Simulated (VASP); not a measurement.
Here is a VASP 6.6.1 calculation.

The input INCAR:

```
PREC     = Accurate       # precision mode
ENCUT    = 520            # plane-wave cutoff, eV
EDIFF    = 1E-7           # SCF threshold, eV
ISMEAR   = -1             # smearing method
SIGMA    = 0.05           # smearing width, eV
LREAL    = False          # projectors in reciprocal space
LASPH    = True           # aspherical terms in the spheres
NELM     = 60             # most SCF steps
ALGO     = Normal         # electronic algorithm
ISIF     = 2              # what is computed and relaxed
LWAVE    = False          # write WAVECAR
LCHARG   = True           # write CHGCAR
GGA      = PE             # functional
LELF     = True           # ELF
LVHAR    = True         
NBANDS   = 39             # bands
```

File KPOINTS:

```
regular mesh
0
Gamma
  3 3 3
```

Contents of POSCAR:

```
HfGeTe
1.0
    5.0046840000     -0.2424440000     -0.1118860000
   -0.5331860000      5.5566970000      0.9858950000
   -0.4982130000     -0.6270270000      5.2150330000
Hf Te Ge
2 2 2
Direct
    0.3021523394      0.8294617803      0.7499976308
    0.2187255976      0.1519872853      0.2252129234
    0.7694891787      0.4532784017      0.3871024702
    0.6720601779      0.2919945949      0.8853008435
    0.8259910956      0.7613254508      0.0101690410
    0.1538437630      0.3470429738      0.7107782502
```

Potentials or basis: VASP PAW PBE potentials, release 64 (Hf_pv, Te, Ge_d).

The run is started by

```bash
$ cat potpaw_PBE.64/Hf_pv/POTCAR potpaw_PBE.64/Te/POTCAR potpaw_PBE.64/Ge_d/POTCAR > POTCAR
$ mpirun -np 1 vasp_std > vasp.out
```

Question: Estimate the largest force.

Answer: 3.390 eV/Å.

Question: Estimate the band gap on the k mesh.

Answer: Zero (bands 30 and 31 overlap by 0.30 eV).

Stress tensor (GPa, compression positive):
```
10.15  1.36  0.19
 1.36  3.43 -4.61
 0.19 -4.61 10.66
```

Caveat: the k points lie up to 0.42 Å⁻¹ apart; spin-orbit coupling is left out, which moves the levels of the heavy elements.
